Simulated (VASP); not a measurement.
# Tl (P6_3/mmc) in VASP: further runs

The runs below take Tl through single point, with LDA.

All numbers are computed with VASP 6.6.1; they aren't measurements. Logs are shortened: lines on timing, memory, paths and dates and some standing lists are left out, and cuts for length are marked.

## Step 1: The cell of the first run

It takes space group P6_3/mmc (No. 194, hexagonal). Conventional cell: a = 3.401 Å, b = 3.401 Å, c = 5.443 Å, α = 90.00°, β = 90.00°, γ = 120.00°. Tl (site symmetry -6m2) has 12 Tl at 3.36 to 3.40 Å within 4.4 Å.

## Step 2: Single point, LDA

The input, INCAR:

```
SYSTEM = Tl
PREC = Accurate ; ENCUT = 520
EDIFF = 1E-6 ; ISMEAR = -1
SIGMA = 0.3 ; LREAL = .False.
LASPH = .True. ; NELM = 60
ALGO = Normal ; ISIF = 2
LWAVE = .False. ; LCHARG = .False.
NBANDS = 20
```

The input, KPOINTS:

```
regular mesh
0
Gamma
  11 11 6
  0 0 0
```

The input, POSCAR:

```
Tl
1.0
    3.4014029632      0.0000000000      0.0000000000
   -1.7007014816      2.9457013746      0.0000000000
    0.0000000000      0.0000000000      5.4430041633
Tl
2
Direct
    0.3333333333      0.6666666667      0.2500000000
    0.6666666667      0.3333333333      0.7500000000
```

Potentials or basis: VASP PAW LDA potentials, release 64 (Tl_d).

The run is started by

```sh
cat potpaw_LDA.64/Tl_d/POTCAR > POTCAR
mpirun -np 1 vasp_std > vasp.out
```

OUTCAR:

```text
SYSTEM = Tl
   PREC = Accurate
   ENCUT = 520
   EDIFF = 1E-6
   ISMEAR = -1
   LREAL = .False.
   LASPH = .True.
   NELM = 60
   ISIF = 2

 ion  position               nearest neighbor table
   1  0.333  0.667  0.250-   2 3.36   2 3.36   2 3.36   2 3.36   2 3.36   2 3.36
   2  0.667  0.333  0.750-   1 3.36   1 3.36   1 3.36   1 3.36   1 3.36   1 3.36

  LATTYP: Found a hexagonal cell.
 ALAT       =     3.4014029632
 C/A-ratio  =     1.6002232673

  Lattice vectors:

 A1 = (   3.4014029632,   0.0000000000,   0.0000000000)
 A2 = (  -1.7007014816,   2.9457013746,   0.0000000000)
 A3 = (   0.0000000000,   0.0000000000,   5.4430041633)

Analysis of symmetry for initial positions (statically):
=====================================================================
 Subroutine PRICEL returns:
 Original cell was already a primitive cell.

 Routine SETGRP: Setting up the symmetry group for a
 hexagonal supercell.

 Subroutine GETGRP returns: Found 24 space group operations
 (whereof 12 operations were pure point group operations)
 out of a pool of 24 trial point group operations.

The static configuration has the point symmetry D_3d.
 The point group associated with its full space group is D_6h.

Analysis of symmetry for dynamics (positions and initial velocities):
=====================================================================
 Subroutine PRICEL returns:
 Original cell was already a primitive cell.

 Routine SETGRP: Setting up the symmetry group for a
 hexagonal supercell.

 Subroutine GETGRP returns: Found 24 space group operations
 (whereof 12 operations were pure point group operations)
 out of a pool of 24 trial point group operations.

The dynamic configuration has the point symmetry D_3d.
 The point group associated with its full space group is D_6h.

 Subroutine INISYM returns: Found 24 space group operations
 (whereof 12 operations are pure point group operations),
 and found     1 'primitive' translations

----------------------------------------------------------------------------------------

                                     Primitive cell

  volume of cell :      54.5363

  direct lattice vectors                    reciprocal lattice vectors
     3.401402963  0.000000000  0.000000000     0.293996334  0.169738862  0.000000000
    -1.700701482  2.945701375  0.000000000     0.000000000  0.339477725  0.000000000
     0.000000000  0.000000000  5.443004163     0.000000000  0.000000000  0.183722071

  length of vectors
[... 80 lines left out ...]
   ENCUT  =  520.0 eV  38.22 Ry    6.18 a.u.   6.32  6.32 10.12*2*pi/ulx,y,z
   NELM   =     60;   NELMIN=  2; NELMDL= -5     # of ELM steps
   EDIFF  = 0.1E-05   stopping-criterion for ELM
   LREAL  =      F    real-space projection
   EDIFFG = 0.1E-04   stopping-criterion for IOM
   NSW    =      0    number of steps for IOM
   IBRION =     -1    ionic relax: 0-MD 1-quasi-New 2-CG
   NFREE  =      0    steps in history (QN), initial steepest desc. (CG)
   ISIF   =      2    stress and relaxation
   ISYM   =      2    0-nonsym 1-usesym 2-fastsym
   POTIM  = 0.5000    time-step for ionic-motion
   TEBEG  =    0.0;   TEEND  =   0.0 temperature during run
   PSTRESS=    0.0 pullay stress
   NELECT =      26.0000    total number of electrons
   NUPDOWN=      -1.0000    fix difference up-down
   EMIN   =  10.00;   EMAX   =-10.00  energy-range for DOS
   EFERMI =   0.00;   METHOD = LEGACY
   ISMEAR =    -1;   SIGMA  =   0.30  broadening in eV -4-tet -1-fermi 0-gaus
   EFERMI_NEDOS =   21; number of points for ismear=-14 and -15
   IALGO  =     38    algorithm
   IMIX   =      4    mixing-type and parameters
     AMIX     =   0.40;   BMIX     =  1.00
     AMIX_MAG =   1.60;   BMIX_MAG =  1.00
  volume/ion in A,a.u.               =      27.27       184.01
  Fermi-wavevector in a.u.,A,eV,Ry     =   1.278903  2.416775 22.253577  1.635592
  Thomas-Fermi vector in A             =   2.411419
   LORBIT       =      0    0 simple, 1 ext, 2 COOP (PROOUT), +10 PAW based schemes
   GGA     = CA    functional components
   LHFCALC =     F    Hartree Fock is set to
   AEXX    =    0.0000 exact exchange contribution
   IVDW    =     0    specifies the selected vdW correction
   LEPSILON=     F    determine dielectric tensor
   LRPA    =     F    only Hartree local field effects (RPA)
 non-spin polarized calculation
  energy-cutoff  :      520.00
  volume of cell :       54.54
 maximum number of plane-waves:      1496
 NGX is ok and might be reduce to    28
   NGX = 13   NGY = 13   NGZ = 21

 number of electron      25.9999999 magnetization

 Free energy of the ion-electron system (eV)
  ---------------------------------------------------
  ext. energy  EPLUGINS =         0.00000000
  ---------------------------------------------------
  free energy    TOTEN  =        -6.00209226 eV

  energy without entropy =       -5.74154524  energy(sigma->0) =       -5.87181875

 E-fermi :   6.8163     XC(G=0): -10.7412

 val. band max:        6.7968948655   @ k =   0.2727   0.1818   0.5000
 cond. band min:       6.9000143590   @ k =   0.2727   0.0909   0.3333
 fundamental gap:      0.1031194935
 Fermi energy:         6.8162601788

 k-point     1 :       0.0000    0.0000    0.0000
  band No.  band energies     occupation
      1      -5.0711      2.00000
      2      -4.7896      2.00000
      3      -4.7639      2.00000
      4      -4.7639      2.00000
      5      -4.7020      2.00000
      6      -4.7020      2.00000
[... 541 lines left out ...]
     19      17.1984      0.00000
     20      18.0578      0.00000

 [... further k-points ...]

------------------------ aborting loop because EDIFF is reached ----------------------------------------

  FORCE on cell =-STRESS in cart. coord.  units (eV):
  Direction    XX          YY          ZZ          XY          YZ          ZX
  --------------------------------------------------------------------------------------
  -------------------------------------------------------------------------------------
  Total        0.1454230      0.1454230      0.1601522      0.0000000     -0.0000000      0.0000000
  in kB        4.2722641      4.2722641      4.7049831      0.0000000     -0.0000000      0.0000000
  external PRESSURE =       4.4165038 kB  Pullay stress =       0.0000000 kB

 VOLUME and BASIS-vectors are now :
 -----------------------------------------------------------------------------
  energy-cutoff  :      520.00
  volume of cell :       54.54
      direct lattice vectors                 reciprocal lattice vectors
     3.401402963  0.000000000  0.000000000     0.293996334  0.169738862  0.000000000
    -1.700701482  2.945701375  0.000000000     0.000000000  0.339477725  0.000000000
     0.000000000  0.000000000  5.443004163     0.000000000  0.000000000  0.183722071

 POSITION                                       TOTAL-FORCE (eV/Angst)
 -----------------------------------------------------------------------------------
     -0.00000      1.96380      1.36075         0.000000      0.000000      0.000000
      1.70070      0.98190      4.08225        -0.000000     -0.000000      0.000000
 -----------------------------------------------------------------------------------
    total drift:                               -0.000000      0.000000      0.000000

  FREE ENERGIE OF THE ION-ELECTRON SYSTEM (eV)
  ---------------------------------------------------
  free  energy   TOTEN  =        -6.0020922606 eV

  energy  without entropy=       -5.7415452406  energy(sigma->0) =       -5.87181875
```

OSZICAR:

```text
N       E                     dE             d eps       ncg     rms          rms(c)
DAV:   1     0.132661062490E+03    0.13266E+03   -0.14350E+04  2568   0.124E+03
DAV:   2    -0.348392884218E+01   -0.13614E+03   -0.13343E+03  2772   0.280E+02
DAV:   3    -0.605961647838E+01   -0.25757E+01   -0.25630E+01  2980   0.342E+01
DAV:   4    -0.607460171629E+01   -0.14985E-01   -0.14983E-01  2756   0.283E+00
DAV:   5    -0.607479733722E+01   -0.19562E-03   -0.19562E-03  2876   0.323E-01    0.370E+00
DAV:   6    -0.601463521079E+01    0.60162E-01   -0.97967E-02  2700   0.247E+00    0.255E+00
DAV:   7    -0.600327017404E+01    0.11365E-01   -0.42607E-02  2780   0.160E+00    0.764E-01
DAV:   8    -0.600208975813E+01    0.11804E-02   -0.42313E-03  2676   0.510E-01    0.410E-02
DAV:   9    -0.600209285719E+01   -0.30991E-05   -0.21220E-05  2884   0.385E-02    0.787E-03
DAV:  10    -0.600209226055E+01    0.59663E-06   -0.10878E-06  1632   0.865E-03
   1 F= -.60020923E+01 E0= -.58718188E+01  d E =-.260547E+00
```

It took 32 s on 1 thread of Intel Xeon Platinum 8488C (Sapphire Rapids), shared host; peak memory 0.18 GiB.

What came out:

* Free energy: -6.0021 eV
* Pressure: 0.4 GPa
* Band gap on the k mesh: zero (bands 13 and 14 overlap by 5.97 eV)

Levels at points of the mesh, in eV from the Fermi level:
```csv
k point,band 9,band 10,band 11,band 12,band 13,band 14,band 15,band 16,band 17,band 18
"(0.00, 0.00, 0.00)",-11.06,-11.06,-10.41,-5.12,-3.07,8.24,8.24,10.43,10.43,10.43
"(0.00, 0.00, 0.50)",-11.19,-11.19,-8.90,-8.90,3.48,3.48,9.25,9.25,9.25,9.25
```

Caveat: so wide a smearing shifts energies and pressures; spin-orbit coupling is left out, which moves the levels of the heavy elements.

[end of part 1 of 2]

The gap in the log of VASP goes by the Fermi energy; the results here count the filled bands.